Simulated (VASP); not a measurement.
# Pr4Hg (Fd-3m) in VASP: notebook

The runs below take Pr4Hg through relaxation of cell and atoms, with PBE.

All numbers are computed with VASP 6.6.1; they aren't measurements. Logs are shortened: lines on timing, memory, paths and dates and some standing lists are left out, and cuts for length are marked.

## 1. The cell of the first run

The structure is cubic, space group Fd-3m (No. 227). Conventional cell: a = 10.464 Å, b = 10.464 Å, c = 10.464 Å, α = 90.00°, β = 90.00°, γ = 90.00°. Pr (site symmetry 3m) has 1 Hg at 2.52 Å and 3 Pr at 3.28 Å within 3.3 Å. Hg (site symmetry -43m) has 4 Pr at 2.52 Å within 3.3 Å.

The cell was generated, and may not be a known phase.

## 2. Relaxation of cell and atoms, PBE

INCAR reads:

```
ALGO = Normal
EDIFF = 1E-7
EDIFFG = -0.08
ENCUT = 500
GGA = PE
GGA_COMPAT = False
IBRION = 2
ISIF = 3
ISMEAR = 0
LASPH = True
LCHARG = False
LMAXMIX = 6
LREAL = False
LWAVE = False
NELM = 200
NELMIN = 4
NSW = 36
PREC = Accurate
SIGMA = 0.2
```

KPOINTS reads:

```
k-points
0
Gamma
  3 3 3
```

POSCAR reads:

```
Pr4Hg
1.0
    0.0000000000      5.2321785300      5.2321785300
    5.2321785300      0.0000000000      5.2321785300
    5.2321785300      5.2321785300      0.0000000000
Pr Hg
8 2
Direct
    0.3609727600      0.3609727600      0.3609727600
    0.3609727600      0.3609727600      0.9170817300
    0.3609727600      0.9170817300      0.3609727600
    0.9170817300      0.3609727600      0.3609727600
    0.8890272400      0.8890272400      0.3329182700
    0.8890272400      0.8890272400      0.8890272400
    0.8890272400      0.3329182700      0.8890272400
    0.3329182700      0.8890272400      0.8890272400
    0.5000000000      0.5000000000      0.5000000000
    0.7500000000      0.7500000000      0.7500000000
```

Potentials or basis: VASP PAW PBE potentials, release 64 (Pr_3, Hg), 4f in core.

Launch:

```sh
$ cat potpaw_PBE.64/Pr_3/POTCAR potpaw_PBE.64/Hg/POTCAR > POTCAR
$ mpirun -np 1 vasp_std > vasp.out
```

OUTCAR:

```text
EDIFF = 1E-7
   EDIFFG = -0.08
   ENCUT = 500
   GGA = PE
   IBRION = 2
   ISIF = 3
   ISMEAR = 0
   LASPH = True
   LREAL = False
   NELM = 200
   NELMIN = 4
   NSW = 36
   PREC = Accurate

 ion  position               nearest neighbor table
   1  0.361  0.361  0.361-   9 2.52   3 3.28   4 3.28   2 3.28   7 3.71   8 3.71   5 3.71   7 3.71
                             5 3.71   8 3.71
   2  0.361  0.361  0.917-   9 2.52   3 3.28   4 3.28   1 3.28   7 3.71   8 3.71   6 3.71   6 3.71
                             8 3.71   7 3.71
   3  0.361  0.917  0.361-   9 2.52   2 3.28   4 3.28   1 3.28   5 3.71   8 3.71   6 3.71   6 3.71
                             8 3.71   5 3.71
   4  0.917  0.361  0.361-   9 2.52   2 3.28   3 3.28   1 3.28   5 3.71   7 3.71   6 3.71   6 3.71
                             7 3.71   5 3.71
   5  0.889  0.889  0.333-  10 2.52   7 3.28   8 3.28   6 3.28   4 3.71   3 3.71   1 3.71   1 3.71
                             3 3.71   4 3.71
   6  0.889  0.889  0.889-  10 2.52   7 3.28   8 3.28   5 3.28   3 3.71   4 3.71   2 3.71   4 3.71
                             2 3.71   3 3.71
   7  0.889  0.333  0.889-  10 2.52   6 3.28   8 3.28   5 3.28   4 3.71   2 3.71   1 3.71   1 3.71
                             2 3.71   4 3.71
   8  0.333  0.889  0.889-  10 2.52   6 3.28   7 3.28   5 3.28   3 3.71   2 3.71   1 3.71   1 3.71
                             2 3.71   3 3.71
   9  0.500  0.500  0.500-   1 2.52   2 2.52   3 2.52   4 2.52
  10  0.750  0.750  0.750-   6 2.52   5 2.52   7 2.52   8 2.52

  LATTYP: Found a face centered cubic cell.
 ALAT       =    10.4643570600

  Lattice vectors:

 A1 = (   0.0000000000,   5.2321785300,   5.2321785300)
 A2 = (   5.2321785300,   0.0000000000,   5.2321785300)
 A3 = (   5.2321785300,   5.2321785300,   0.0000000000)

Analysis of symmetry for initial positions (statically):
=====================================================================
 Subroutine PRICEL returns:
 Original cell was already a primitive cell.

 Routine SETGRP: Setting up the symmetry group for a
 face centered cubic supercell.

 Subroutine GETGRP returns: Found 48 space group operations
 (whereof 24 operations were pure point group operations)
 out of a pool of 48 trial point group operations.

The static configuration has the point symmetry T_d .
 The point group associated with its full space group is O_h .

Analysis of symmetry for dynamics (positions and initial velocities):
=====================================================================
 Subroutine PRICEL returns:
 Original cell was already a primitive cell.

 Routine SETGRP: Setting up the symmetry group for a
 face centered cubic supercell.

 Subroutine GETGRP returns: Found 48 space group operations
 (whereof 24 operations were pure point group operations)
 out of a pool of 48 trial point group operations.

The dynamic configuration has the point symmetry T_d .
 The point group associated with its full space group is O_h .

 Subroutine INISYM returns: Found 48 space group operations
 (whereof 24 operations are pure point group operations),
 and found     1 'primitive' translations

----------------------------------------------------------------------------------------

                                     Primitive cell

  volume of cell :     286.4690

  direct lattice vectors                    reciprocal lattice vectors
     0.000000000  5.232178530  5.232178530    -0.095562488  0.095562488  0.095562488
     5.232178530  0.000000000  5.232178530     0.095562488 -0.095562488  0.095562488
     5.232178530  5.232178530  0.000000000     0.095562488  0.095562488 -0.095562488

  length of vectors
     7.399417838  7.399417838  7.399417838     0.165519085  0.165519085  0.165519085

  position of ions in fractional coordinates (direct lattice)
     0.360972760  0.360972760  0.360972760
     0.360972760  0.360972760  0.917081730
     0.360972760  0.917081730  0.360972760
     0.917081730  0.360972760  0.360972760
     0.889027240  0.889027240  0.332918270
     0.889027240  0.889027240  0.889027240
     0.889027240  0.332918270  0.889027240
     0.332918270  0.889027240  0.889027240
     0.500000000  0.500000000  0.500000000
     0.750000000  0.750000000  0.750000000

  ion indices of the primitive-cell ions
   primitive index   ion index
                 1           1
                 2           2
                 3           3
                 4           4
                 5           5
                 6           6
                 7           7
                 8           8
                 9           9
                10          10

----------------------------------------------------------------------------------------

 KPOINTS: k-points

Automatic generation of k-mesh.
 Grid dimensions read from file:
 generate k-points for:    3    3    3

 Generating k-lattice:

  Cartesian coordinates                     Fractional coordinates (reciprocal lattice)
    -0.031854163  0.031854163  0.031854163     0.333333333  0.000000000  0.000000000
     0.031854163 -0.031854163  0.031854163     0.000000000  0.333333333  0.000000000
     0.031854163  0.031854163 -0.031854163     0.000000000  0.000000000  0.333333333

  Length of vectors
     0.055173028  0.055173028  0.055173028

  Shift w.r.t. Gamma in fractional coordinates (k-lattice)
     0.000000000  0.000000000  0.000000000

 Subroutine IBZKPT returns following result:
 ===========================================

 Found      4 irreducible k-points:

 Following reciprocal coordinates:
            Coordinates               Weight
  0.000000  0.000000  0.000000      1.000000
  0.333333  0.000000  0.000000      8.000000
  0.333333  0.333333  0.000000      6.000000
 -0.333333  0.333333  0.000000     12.000000
   k-points           NKPTS =      4   k-points in BZ     NKDIM =      4   number of bands    NBANDS=     67
   number of dos      NEDOS =    301   number of ions     NIONS =     10
   total plane-waves  NPLWV = 157464
   dimension x,y,z NGX =    54 NGY =   54 NGZ =   54
   dimension x,y,z NGXF=   108 NGYF=  108 NGZF=  108
   ions per type =               8   2
   NGX,Y,Z   is equivalent  to a cutoff of  12.13, 12.13, 12.13 a.u.
   NGXF,Y,Z  is equivalent  to a cutoff of  24.26, 24.26, 24.26 a.u.
 SYSTEM =  unknown system
   PREC   = accura    normal or accurate (medium, high low for compatibility)
   ISTART =      0    job   : 0-new  1-cont  2-samecut
   ICHARG =      2    charge: 1-file 2-atom 10-const
   ISPIN  =      1    spin polarized calculation?
   LNONCOLLINEAR =      F non collinear calculations
   LSORBIT =      F    spin-orbit coupling
   LASPH  =      T    aspherical Exc in radial PAW
   ENCUT  =  500.0 eV  36.75 Ry    6.06 a.u.  13.49 13.49 13.49*2*pi/ulx,y,z
   NELM   =    200;   NELMIN=  4; NELMDL= -5     # of ELM steps
   EDIFF  = 0.1E-06   stopping-criterion for ELM
   LREAL  =      F    real-space projection
   EDIFFG = -.8E-01   stopping-criterion for IOM
   NSW    =     36    number of steps for IOM
   IBRION =      2    ionic relax: 0-MD 1-quasi-New 2-CG
   NFREE  =      1    steps in history (QN), initial steepest desc. (CG)
   ISIF   =      3    stress and relaxation
   ISYM   =      2    0-nonsym 1-usesym 2-fastsym
   POTIM  = 0.5000    time-step for ionic-motion
   TEBEG  =    0.0;   TEEND  =   0.0 temperature during run
   PSTRESS=    0.0 pullay stress
   NELECT =     112.0000    total number of electrons
   NUPDOWN=      -1.0000    fix difference up-down
   EMIN   =  10.00;   EMAX   =-10.00  energy-range for DOS
   EFERMI =   0.00;   METHOD = LEGACY
   ISMEAR =     0;   SIGMA  =   0.20  broadening in eV -4-tet -1-fermi 0-gaus
   EFERMI_NEDOS =   21; number of points for ismear=-14 and -15
   IALGO  =     38    algorithm
   IMIX   =      4    mixing-type and parameters
     AMIX     =   0.40;   BMIX     =  1.00
     AMIX_MAG =   1.60;   BMIX_MAG =  1.00
  volume/ion in A,a.u.               =      28.65       193.32
  Fermi-wavevector in a.u.,A,eV,Ry     =   1.197076  2.262145 19.497016  1.432990
  Thomas-Fermi vector in A             =   2.333000
   LORBIT       =      0    0 simple, 1 ext, 2 COOP (PROOUT), +10 PAW based schemes
   GGA     = PE    functional components
   LHFCALC =     F    Hartree Fock is set to
   AEXX    =    0.0000 exact exchange contribution
   IVDW    =     0    specifies the selected vdW correction
   LEPSILON=     F    determine dielectric tensor
   LRPA    =     F    only Hartree local field effects (RPA)
 conjugate gradient relaxation of ions
 non-spin polarized calculation
 Gauss-broadening in eV      SIGMA  =   0.20
  energy-cutoff  :      500.00
  volume of cell :      286.47
 maximum number of plane-waves:      7391
 NGX is ok and might be reduce to    54
   NGX = 27   NGY = 27   NGZ = 27

--------------------------------------- Ionic step        1  -------------------------------------------

 number of electron     111.9999996 magnetization

 Free energy of the ion-electron system (eV)
  ---------------------------------------------------
  ext. energy  EPLUGINS =         0.00000000
  ---------------------------------------------------
  free energy    TOTEN  =       -28.08173622 eV

  energy without entropy =      -27.82766762  energy(sigma->0) =      -27.95470192

 E-fermi :   4.4790     XC(G=0): -10.3839

 val. band max:        4.4773663322   @ k =   0.3333   0.3333   0.0000
 cond. band min:       4.5017610149   @ k =   0.3333   0.3333   0.0000
 fundamental gap:      0.0243946827
 Fermi energy:         4.4789716486

 k-point     1 :       0.0000    0.0000    0.0000
  band No.  band energies     occupation
      1     -31.8957      2.00000
      2     -31.7615      2.00000
      3     -31.6526      2.00000
      4     -31.6526      2.00000
      5     -31.6526      2.00000
      6     -31.6088      2.00000
[... 530 lines left out ...]
  energy  without entropy=      -35.0992845648  energy(sigma->0) =      -35.29730585

--------------------------------------- Ionic step        7  -------------------------------------------

 number of electron     112.0000006 magnetization

 Free energy of the ion-electron system (eV)
  ---------------------------------------------------
  ext. energy  EPLUGINS =         0.00000000
  ---------------------------------------------------
  free energy    TOTEN  =       -35.50858771 eV

  energy without entropy =      -35.11874223  energy(sigma->0) =      -35.31366497

 E-fermi :   2.4703     XC(G=0):  -8.9395

 val. band max:        2.4379157987   @ k =  -0.3333   0.3333   0.0000
 cond. band min:       2.4908655424   @ k =   0.3333   0.3333   0.0000
 fundamental gap:      0.0529497437
 Fermi energy:         2.4703046057

 k-point     1 :       0.0000    0.0000    0.0000
  band No.  band energies     occupation
      1     -34.2905      2.00000
      2     -34.2614      2.00000
      3     -34.1932      2.00000
      4     -34.1932      2.00000
      5     -34.1932      2.00000
      6     -34.1837      2.00000
[... 306 lines left out ...]
  FREE ENERGIE OF THE ION-ELECTRON SYSTEM (eV)
  ---------------------------------------------------
  free  energy   TOTEN  =       -35.5085877077 eV

  energy  without entropy=      -35.1187422330  energy(sigma->0) =      -35.31366497

 reached required accuracy - stopping structural energy minimisation
```

It took 8 min on 1 thread of AMD EPYC 9R45 (Zen 5), shared host; peak memory 0.42 GiB.

What came out:

| Item | Value |
| --- | --- |
| Free energy | -35.5086 eV |
| Relaxed volume | 40.21 Å³/atom |
| Relaxed cell | a = 8.285 Å, b = 8.285 Å, c = 8.285 Å, α = 60.00°, β = 60.00°, γ = 60.00° |
| Space group after relaxing (to 0.1 Å) | Fd-3m (No. 227) |
| Energy gained by relaxing | 742.7 meV/atom |
| Ionic steps | 7 |
| Pressure after relaxing | 0.0 GPa |
| Largest force after relaxing | 0.021 eV/Å |
| Band gap on the k mesh | zero (bands 56 and 57 overlap by 0.25 eV) |

Forces in eV/Å, atoms in the order of the input:
```
Pr   0.012  0.012  0.012
Pr  -0.012 -0.012  0.012
Pr  -0.012  0.012 -0.012
Pr   0.012 -0.012 -0.012
Pr   0.012  0.012 -0.012
Pr  -0.012 -0.012 -0.012
Pr   0.012 -0.012  0.012
Pr  -0.012  0.012  0.012
Hg   0.000  0.000  0.000
Hg   0.000  0.000  0.000
```

Step by step:
| step | energy change (eV) | largest force (eV/Å) | pressure (GPa) | volume (Å³) |
| --- | --- | --- | --- | --- |
| 1 | 0.0000 | 4.3458 | 24.08 | 286.47 |
| 2 | -5.3096 | 0.8241 | -3.66 | 504.65 |
| 3 | -7.3408 | 0.4633 | 0.54 | 393.75 |
| 4 | -7.3388 | 0.4917 | 0.35 | 396.13 |
| 5 | -7.4022 | 0.2653 | -0.14 | 403.26 |
| 6 | -7.4136 | 0.1363 | -0.42 | 407.67 |
| 7 | -7.4269 | 0.0213 | -0.01 | 402.14 |

Final structure:
```
Pr Hg
1.0
     0.00000    5.85846    5.85846
     5.85846    0.00000    5.85846
     5.85846    5.85846    0.00000
Pr Hg
8 2
Cartesian
  4.1678 4.1678 4.1678
  7.5491 7.5491 4.1678
  7.5491 4.1678 7.5491
  4.1678 7.5491 7.5491
  7.0971 7.0971 10.4783
  10.4783 10.4783 10.4783
  7.0971 10.4783 7.0971
  10.4783 7.0971 7.0971
  5.8585 5.8585 5.8585
  8.7877 8.7877 8.7877
```

Caveat: the volume moved by over 15 % at a fixed basis, so the end points are rough; spin-orbit coupling is left out, which moves the levels of the heavy elements; the 4f electrons are frozen in the core, so they carry no moment and show no levels. Spin polarisation is off, so any magnetic state and its effect on volume and gap are missing.

## 3. Relaxation of cell and atoms, PBE

This run uses another cell than the first one, of 30.19 Å³/atom.

INCAR reads:

```
PREC = Accurate
ENCUT = 500
EDIFF = 1E-7
ISMEAR = 0
SIGMA = 0.2
LREAL = F
LASPH = T
NELM = 200
ALGO = Normal
ISIF = 3
LWAVE = F
LCHARG = F
GGA = PE
IBRION = 2
NSW = 36
EDIFFG = -0.08
GGA_COMPAT = F
NELMIN = 4
LMAXMIX = 6
```

KPOINTS reads:

```
regular mesh
0
Gamma
  3 3 3
```

POSCAR reads:

```
Pr4Hg
1.0
    0.0000000000      5.3242098600      5.3242098600
    5.3242098600      0.0000000000      5.3242098600
    5.3242098600      5.3242098600      0.0000000000
Pr Hg
8 2
Direct
    0.6250000000      0.6250000000      0.6250000000
    0.6250000000      0.6250000000      0.1250000000
    0.6250000000      0.1250000000      0.6250000000
    0.1250000000      0.6250000000      0.6250000000
    0.1250000000      0.1250000000      0.1250000000
    0.1250000000      0.1250000000      0.6250000000
    0.1250000000      0.6250000000      0.1250000000
    0.6250000000      0.1250000000      0.1250000000
    0.0000000000      0.0000000000      0.0000000000
    0.2500000000      0.2500000000      0.2500000000
```

Potentials or basis: VASP PAW PBE potentials, release 64 (Pr_3, Hg), 4f in core.

Launch:

```sh
$ cat potpaw_PBE.64/Pr_3/POTCAR potpaw_PBE.64/Hg/POTCAR > POTCAR
$ mpirun -np 1 vasp_std > vasp.out
```

Wall time 6.6 min (1 thread of AMD EPYC 9R45 (Zen 5), shared host); peak memory 0.44 GiB.

Results (log left out):

| Item | Value |
| --- | --- |
| Free energy | -30.1090 eV |
| Relaxed volume | 50.20 Å³/atom |
| Relaxed cell | a = 8.921 Å, b = 8.921 Å, c = 8.921 Å, α = 60.00°, β = 60.00°, γ = 60.00° |
| Space group after relaxing (to 0.1 Å) | Fd-3m (No. 227) |
| Energy gained by relaxing | 1700.5 meV/atom |
| Ionic steps | 4 |
| Pressure after relaxing | -0.1 GPa |
| Band gap on the k mesh | zero (bands 56 and 57 overlap by 0.27 eV) |

Step by step:
```csv
step,energy change (eV),largest force (eV/Å),pressure (GPa),volume (Å³)
1,0.0000,0.0000,42.09,301.85
2,-9.9887,0.0000,-4.84,797.70
3,-16.9975,0.0000,-0.39,506.80
4,-17.0052,0.0000,-0.12,501.99
```

Final structure:
```cif
data_structure
_symmetry_space_group_name_H-M 'P 1'
_symmetry_Int_Tables_number 1
_cell_length_a 8.9208
_cell_length_b 8.9208
_cell_length_c 8.9208
_cell_angle_alpha 60.000
_cell_angle_beta 60.000
_cell_angle_gamma 60.000
_cell_volume 501.99
loop_
_atom_site_label
_atom_site_type_symbol
_atom_site_fract_x
_atom_site_fract_y
_atom_site_fract_z
_atom_site_occupancy
Pr1 Pr 0.62500 0.62500 0.62500 1
Pr2 Pr 0.62500 0.62500 0.12500 1
Pr3 Pr 0.62500 0.12500 0.62500 1
Pr4 Pr 0.12500 0.62500 0.62500 1
Pr5 Pr 0.12500 0.12500 0.12500 1
Pr6 Pr 0.12500 0.12500 0.62500 1
Pr7 Pr 0.12500 0.62500 0.12500 1
Pr8 Pr 0.62500 0.12500 0.12500 1
Hg1 Hg 0.00000 0.00000 0.00000 1
Hg2 Hg 0.25000 0.25000 0.25000 1
```

Levels at points of the mesh, in eV from the Fermi level:
```tsv
k point	band 54	band 55	band 56	band 57	band 58	band 59
(0.00, 0.00, 0.00)	-0.36	0.22	0.22	0.22	0.32	0.32
```

Caveat: the volume moved by over 15 % at a fixed basis, so the end points are rough; spin-orbit coupling is left out, which moves the levels of the heavy elements; the 4f electrons are frozen in the core, so they carry no moment and show no levels. Spin polarisation is off, so any magnetic state and its effect on volume and gap are missing.

The gap in the log of VASP goes by the Fermi energy; the results here count the filled bands.